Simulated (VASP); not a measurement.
# CdF2 in VASP: settings compared

Aim: see how the results for CdF2 move with the level of theory and the settings. Levels: PBE, r2SCAN. Tasks: single point.

All numbers are computed with VASP 6.6.1; they aren't measurements. Logs are shortened: lines on timing, memory, paths and dates and some standing lists are left out, and cuts for length are marked.

### Step 1. The cell of the first run

The structure is orthorhombic, space group Immm (No. 71). The conventional cell has a = 3.721 Å, b = 3.866 Å, c = 5.365 Å, α = 90.00°, β = 90.00°, γ = 90.00°. Within 3.0 Å of Cd (site symmetry mmm) lie 8 F at 2.30 to 2.35 Å. Within 3.0 Å of F (site symmetry mm2) lie 4 Cd at 2.30 to 2.35 Å and 6 F at 2.66 to 2.71 Å.

### Step 2. Single point, PBE (shear xy strain +3.8%)

Contents of INCAR:

```
SYSTEM = CdF2
ALGO     = Normal         ! electronic algorithm
EDIFF    = 1E-6           ! SCF threshold, eV
ENCUT    = 520            ! plane-wave cutoff, eV
GGA      = PE             ! functional
ISIF     = 2              ! what is computed and relaxed
ISMEAR   = -1             ! smearing method
LASPH    = .True.         ! aspherical terms in the spheres
LCHARG   = .False.        ! write CHGCAR
LREAL    = .False.        ! projectors in reciprocal space
LWAVE    = .False.        ! write WAVECAR
NBANDS   = 20             ! bands
NELM     = 60             ! most SCF steps
PREC     = Accurate       ! precision mode
SIGMA    = 0.02           ! smearing width, eV
```

Contents of KPOINTS:

```
k-points
0
Gamma
  8 8 8
  0 0 0
```

Contents of POSCAR:

```
CdF2
1.0
    0.0513714261      2.6825809990      2.6825809990
    2.6825809990      0.0513714261      2.6825809990
    2.7339524251      2.7339524251      0.0000000000
Cd F
1 2
Direct
    0.0000000000      0.0000000000      0.0000000000
    0.2475404308      0.2475404308      0.2524595692
    0.7524595692      0.7524595692      0.7475404308
```

Potentials or basis: VASP PAW PBE potentials, release 64 (Cd, F).

Started as:

```console
> cat potpaw_PBE.64/Cd/POTCAR potpaw_PBE.64/F/POTCAR > POTCAR
> mpirun -np 1 vasp_std > vasp.out
```

OUTCAR:

```text
SYSTEM = CdF2
   EDIFF = 1E-6
   ENCUT = 520
   GGA = PE
   ISIF = 2
   ISMEAR = -1
   LASPH = .True.
   LREAL = .False.
   NELM = 60
   PREC = Accurate

 ion  position               nearest neighbor table
   1  0.000  0.000  0.000-   3 2.30   3 2.30   2 2.30   2 2.30   3 2.35   2 2.35   3 2.35   2 2.35

   2  0.248  0.248  0.252-   1 2.30   1 2.30   1 2.35   1 2.35
   3  0.752  0.752  0.748-   1 2.30   1 2.30   1 2.35   1 2.35

  LATTYP: Found a body centered orthorhombic cell.
 ALAT       =     3.7210922634
 B/A-ratio  =     1.0390477647
 C/A-ratio  =     1.4418245016

  Lattice vectors:

 A1 = (   2.6825809990,   0.0513714261,  -2.6825809990)
 A2 = (  -2.6825809990,  -0.0513714261,  -2.6825809990)
 A3 = (   0.0513714261,   2.6825809990,   2.6825809990)

Analysis of symmetry for initial positions (statically):
=====================================================================
 Subroutine PRICEL returns:
 Original cell was already a primitive cell.

 Routine SETGRP: Setting up the symmetry group for a
 body centered orthorhombic supercell.

 Subroutine GETGRP returns: Found  8 space group operations
 (whereof  8 operations were pure point group operations)
 out of a pool of  8 trial point group operations.

The static configuration has the point symmetry D_2h.

Analysis of symmetry for dynamics (positions and initial velocities):
=====================================================================
 Subroutine PRICEL returns:
 Original cell was already a primitive cell.

 Routine SETGRP: Setting up the symmetry group for a
 body centered orthorhombic supercell.

 Subroutine GETGRP returns: Found  8 space group operations
 (whereof  8 operations were pure point group operations)
 out of a pool of  8 trial point group operations.

The dynamic configuration has the point symmetry D_2h.

 Subroutine INISYM returns: Found  8 space group operations
 (whereof  8 operations are pure point group operations),
 and found     1 'primitive' translations

----------------------------------------------------------------------------------------

                                     Primitive cell

  volume of cell :      38.5948

  direct lattice vectors                    reciprocal lattice vectors
     0.051371426  2.682580999  2.682580999    -0.190026673  0.190026673  0.186387662
     2.682580999  0.051371426  2.682580999     0.190026673 -0.190026673  0.186387662
     2.733952425  2.733952425  0.000000000     0.182885406  0.182885406 -0.186387662

  length of vectors
     3.794090228  3.794090228  3.866392598     0.327048365  0.327048365  0.318801669

  position of ions in fractional coordinates (direct lattice)
     0.000000000  0.000000000  0.000000000
     0.247540431  0.247540431  0.252459569
     0.752459569  0.752459569  0.747540431

  ion indices of the primitive-cell ions
   primitive index   ion index
                 1           1
                 2           2
                 3           3

----------------------------------------------------------------------------------------

 KPOINTS: k-points

Automatic generation of k-mesh.
 Grid dimensions read from file:
 generate k-points for:    8    8    8

 Generating k-lattice:

  Cartesian coordinates                     Fractional coordinates (reciprocal lattice)
    -0.023753334  0.023753334  0.023298458     0.125000000  0.000000000  0.000000000
     0.023753334 -0.023753334  0.023298458     0.000000000  0.125000000  0.000000000
     0.022860676  0.022860676 -0.023298458    -0.000000000 -0.000000000  0.125000000

  Length of vectors
     0.040881046  0.040881046  0.039850209

  Shift w.r.t. Gamma in fractional coordinates (k-lattice)
     0.000000000  0.000000000  0.000000000

 Subroutine IBZKPT returns following result:
 ===========================================

 Found     95 irreducible k-points:

 Following reciprocal coordinates:
            Coordinates               Weight
  0.000000  0.000000  0.000000      1.000000
  0.125000  0.000000  0.000000      4.000000
  0.250000  0.000000  0.000000      4.000000
  0.375000  0.000000  0.000000      4.000000
  0.500000  0.000000  0.000000      2.000000
  0.125000  0.125000  0.000000      2.000000
[... 16 lines left out ...]
  0.125000  0.000000  0.125000      4.000000
  0.250000  0.000000  0.125000      8.000000
 [... further k-points ...]
   k-points           NKPTS =     95   k-points in BZ     NKDIM =     95   number of bands    NBANDS=     20
   number of dos      NEDOS =    301   number of ions     NIONS =      3
   total plane-waves  NPLWV =  23520
   dimension x,y,z NGX =    28 NGY =   28 NGZ =   30
   dimension x,y,z NGXF=    56 NGYF=   56 NGZF=   60
   ions per type =               1   2
   NGX,Y,Z   is equivalent  to a cutoff of  12.27, 12.27, 12.90 a.u.
   NGXF,Y,Z  is equivalent  to a cutoff of  24.54, 24.54, 25.80 a.u.
 SYSTEM =  CdF2
   PREC   = accura    normal or accurate (medium, high low for compatibility)
   ISTART =      0    job   : 0-new  1-cont  2-samecut
   ICHARG =      2    charge: 1-file 2-atom 10-const
   ISPIN  =      1    spin polarized calculation?
   LNONCOLLINEAR =      F non collinear calculations
   LSORBIT =      F    spin-orbit coupling
   LASPH  =      T    aspherical Exc in radial PAW
   ENCUT  =  520.0 eV  38.22 Ry    6.18 a.u.   7.05  7.05  7.19*2*pi/ulx,y,z
   NELM   =     60;   NELMIN=  2; NELMDL= -5     # of ELM steps
   EDIFF  = 0.1E-05   stopping-criterion for ELM
   LREAL  =      F    real-space projection
[... 7 lines left out ...]
   TEBEG  =    0.0;   TEEND  =   0.0 temperature during run
   PSTRESS=    0.0 pullay stress
   NELECT =      26.0000    total number of electrons
   NUPDOWN=      -1.0000    fix difference up-down
   EMIN   =  10.00;   EMAX   =-10.00  energy-range for DOS
   EFERMI =   0.00;   METHOD = LEGACY
   ISMEAR =    -1;   SIGMA  =   0.02  broadening in eV -4-tet -1-fermi 0-gaus
   EFERMI_NEDOS =   21; number of points for ismear=-14 and -15
   IALGO  =     38    algorithm
   IMIX   =      4    mixing-type and parameters
     AMIX     =   0.40;   BMIX     =  1.00
     AMIX_MAG =   1.60;   BMIX_MAG =  1.00
  volume/ion in A,a.u.               =      12.86        86.82
  Fermi-wavevector in a.u.,A,eV,Ry     =   1.435124  2.711992 28.022313  2.059582
  Thomas-Fermi vector in A             =   2.554457
   LORBIT       =      0    0 simple, 1 ext, 2 COOP (PROOUT), +10 PAW based schemes
   GGA     = PE    functional components
   LHFCALC =     F    Hartree Fock is set to
   AEXX    =    0.0000 exact exchange contribution
   IVDW    =     0    specifies the selected vdW correction
   LEPSILON=     F    determine dielectric tensor
   LRPA    =     F    only Hartree local field effects (RPA)
 non-spin polarized calculation
  energy-cutoff  :      520.00
  volume of cell :       38.59
 maximum number of plane-waves:      1063
   NGX = 15   NGY = 15   NGZ = 15

 number of electron      26.0000006 magnetization

 Free energy of the ion-electron system (eV)
  ---------------------------------------------------
  ext. energy  EPLUGINS =         0.00000000
  ---------------------------------------------------
  free energy    TOTEN  =       -10.83153700 eV

  energy without entropy =      -10.83153700  energy(sigma->0) =      -10.83153700

 E-fermi :  -0.7876     XC(G=0): -10.4840

 val. band max:       -1.2080881343   @ k =  -0.2500   0.5000   0.2500
 cond. band min:       1.9052257647   @ k =   0.0000   0.0000   0.0000
 fundamental gap:      3.1133138990
 Fermi energy:        -0.7876497138

 k-point     1 :       0.0000    0.0000    0.0000
  band No.  band energies     occupation
      1     -22.0914      2.00000
      2     -20.9504      2.00000
      3      -6.8780      2.00000
      4      -6.8726      2.00000
      5      -6.8589      2.00000
      6      -5.6041      2.00000
[... 12 lines left out ...]
     19      18.7798      0.00000
     20      18.7987      0.00000

 k-point     2 :       0.1250    0.0000    0.0000
  band No.  band energies     occupation
      1     -22.0391      2.00000
      2     -20.9972      2.00000
      3      -6.8106      2.00000
      4      -6.7940      2.00000
      5      -6.7024      2.00000
      6      -5.6265      2.00000
[... 12 lines left out ...]
     19      18.2940      0.00000
     20      18.3947      0.00000

 k-point     3 :       0.2500    0.0000    0.0000
  band No.  band energies     occupation
      1     -21.8982      2.00000
      2     -21.1213      2.00000
      3      -6.6640      2.00000
      4      -6.6439      2.00000
      5      -6.2377      2.00000
      6      -5.6498      2.00000
[... 12 lines left out ...]
     19      17.7564      0.00000
     20      18.5067      0.00000

 k-point     4 :       0.3750    0.0000    0.0000
  band No.  band energies     occupation
      1     -21.7072      2.00000
      2     -21.2919      2.00000
      3      -6.5476      2.00000
      4      -6.5229      2.00000
      5      -5.6576      2.00000
      6      -5.5942      2.00000
[... 12 lines left out ...]
     19      17.3555      0.00000
     20      17.9927      0.00000

 k-point     5 :       0.5000    0.0000    0.0000
  band No.  band energies     occupation
      1     -21.5425      2.00000
      2     -21.4465      2.00000
      3      -6.5146      2.00000
      4      -6.4884      2.00000
      5      -5.5337      2.00000
      6      -5.5209      2.00000
[... 12 lines left out ...]
     19      17.2358      0.00000
     20      17.6213      0.00000
[... 353 lines left out ...]
      6      -5.4836      2.00000
[... 12 lines left out ...]
     19      18.3805      0.00000
     20      20.3109      0.00000

 k-point    22 :      -0.0000   -0.0000    0.1250
  band No.  band energies     occupation
      1     -22.0415      2.00000
      2     -20.9962      2.00000
      3      -6.8210      2.00000
      4      -6.8106      2.00000
      5      -6.6943      2.00000
      6      -5.6214      2.00000
[... 12 lines left out ...]
     19      18.3789      0.00000
     20      18.4940      0.00000

 k-point    23 :       0.1250    0.0000    0.1250
  band No.  band energies     occupation
      1     -22.0245      2.00000
      2     -21.0100      2.00000
      3      -6.7825      2.00000
      4      -6.7802      2.00000
      5      -6.6506      2.00000
      6      -5.6897      2.00000
[... 12 lines left out ...]
     19      18.5618      0.00000
     20      18.9298      0.00000

 k-point    24 :       0.2500    0.0000    0.1250
  band No.  band energies     occupation
      1     -21.9158      2.00000
      2     -21.1033      2.00000
      3      -6.6463      2.00000
      4      -6.6314      2.00000
      5      -6.3051      2.00000
      6      -5.7899      2.00000
[... 12 lines left out ...]
     19      18.6189      0.00000
     20      19.7450      0.00000

 [... further k-points ...]

------------------------ aborting loop because EDIFF is reached ----------------------------------------

  FORCE on cell =-STRESS in cart. coord.  units (eV):
  Direction    XX          YY          ZZ          XY          YZ          ZX
  --------------------------------------------------------------------------------------
  -------------------------------------------------------------------------------------
  Total        1.9108396      1.9108396      1.9160350     -0.2477365     -0.0000000     -0.0000000
  in kB       79.3241769     79.3241769     79.5398535    -10.2842206     -0.0000000     -0.0000000
  external PRESSURE =      79.3960691 kB  Pullay stress =       0.0000000 kB

 VOLUME and BASIS-vectors are now :
 -----------------------------------------------------------------------------
  energy-cutoff  :      520.00
  volume of cell :       38.59
      direct lattice vectors                 reciprocal lattice vectors
     0.051371426  2.682580999  2.682580999    -0.190026673  0.190026673  0.186387662
     2.682580999  0.051371426  2.682580999     0.190026673 -0.190026673  0.186387662
     2.733952425  2.733952425  0.000000000     0.182885406  0.182885406 -0.186387662

 POSITION                                       TOTAL-FORCE (eV/Angst)
 -----------------------------------------------------------------------------------
      0.00000      0.00000      0.00000        -0.000000      0.000000      0.000000
      1.36698      1.36698      1.32809         0.000000      0.000000     -0.023529
      4.10093      4.10093      4.03707        -0.000000     -0.000000      0.023529
 -----------------------------------------------------------------------------------
    total drift:                                0.000000      0.000000     -0.000000

  FREE ENERGIE OF THE ION-ELECTRON SYSTEM (eV)
  ---------------------------------------------------
  free  energy   TOTEN  =       -10.8315369952 eV

  energy  without entropy=      -10.8315369952  energy(sigma->0) =      -10.83153700
```

Run time: 2.5 min. Hardware: 1 thread of Intel Xeon 8259CL, shared host; peak memory 0.21 GiB.

What came out:

```
Free energy            : -10.8315 eV
Pressure               : 7.9 GPa
Largest force          : 0.024 eV/Å
Band gap on the k mesh : 3.11 eV (least direct gap 3.53 eV)
```

Forces in eV/Å, atoms in the order of the input:
```
Cd   0.000  0.000  0.000
F    0.000  0.000 -0.024
F    0.000  0.000  0.024
```

Stress tensor (GPa, compression positive):
```
 7.93 -1.03  0.00
-1.03  7.93  0.00
 0.00  0.00  7.95
```

Caveat: the cell differs from its parent crystal (shear xy strain +3.8%); the cell stands under pressure. A k mesh can miss the band edges.

[end of part 1 of 2]
